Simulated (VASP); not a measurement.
A run of VASP 6.6.1 is set up as follows.

File INCAR:

```
ALGO = Normal ; EDIFF = 1E-7
ENCUT = 520 ; GGA = PE
ISIF = 2 ; ISMEAR = 0
LASPH = T ; LCHARG = T
LELF = T ; LREAL = F
LVHAR = T ; LWAVE = F
NBANDS = 26 ; NELM = 80
PREC = Accurate ; SIGMA = 0.1
```

KPOINTS

```
k-points
0
Gamma
  12 12 8
```

POSCAR

```
ScS4
1.0
    5.2504075949      0.0000000000      0.0000000000
   -2.6252037975      4.5469863574      0.0000000000
    0.0000000000      0.0000000000      4.9787712322
Sc S
1 4
Direct
    0.0000000000      0.0000000000      0.0000000000
    0.5000000000      0.0000000000      0.0000000000
    0.0000000000      0.5000000000      0.0000000000
    0.5000000000      0.5000000000      0.0000000000
    0.0000000000      0.0000000000      0.5000000000
```

Potentials or basis: VASP PAW PBE potentials, release 64 (Sc_sv, S).

Command:

```bash
$ cat potpaw_PBE.64/Sc_sv/POTCAR potpaw_PBE.64/S/POTCAR > POTCAR
$ mpirun -np 1 vasp_std > vasp.out
```

Task: Predict the band gap on the k mesh.

Result: Zero (an odd number of electrons rules out a gap without spin polarisation).

Task: Predict the pressure.

Result: 0.1 GPa.
